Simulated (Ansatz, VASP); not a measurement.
# One calculation of SiO2, two programs

```xyz
6
Lattice="3.9569 0.0000 0.0000 0.0000 3.9569 0.0000 0.0000 0.0000 2.5894" Properties=species:S:1:pos:R:3 pbc="T T T"
Si    1.9784    1.9784    1.2947
Si    0.0000    0.0000    0.0000
O     2.7422    2.7422    0.0000
O     0.7637    3.1932    1.2947
O     1.2147    1.2147    0.0000
O     3.1932    0.7637    1.2947
```

Alike in both runs: task single point; functional PBE; k mesh 6 × 6 × 10; occupations gaussian, width 0.05 eV; no spin polarisation.

|  | VASP | Ansatz |
| --- | --- | --- |
| version | VASP 6.6.1 | Ansatz 0.2.0 |
| potentials or method | VASP PAW PBE potentials, release 64 (Si, O), cutoff 520 eV | scalar-relativistic, plane waves, PAW |
| valence electrons in the cell | 32 | 32 |

Ansatz gave:

| Property | Result |
| --- | --- |
| gap on the k mesh at the Fermi level (eV) | 6.80 |
| least direct gap on the mesh (eV) | 6.80 |
| rms of the force components (eV/Å) | 0.691 |

Task: Which values does VASP return?

Result: gap on the k mesh at the Fermi level (eV): 6.76; least direct gap on the mesh (eV): 6.76; rms of the force components (eV/Å): 0.702.

Atom by atom the forces differ by 0.010 eV/Å (rms over components).
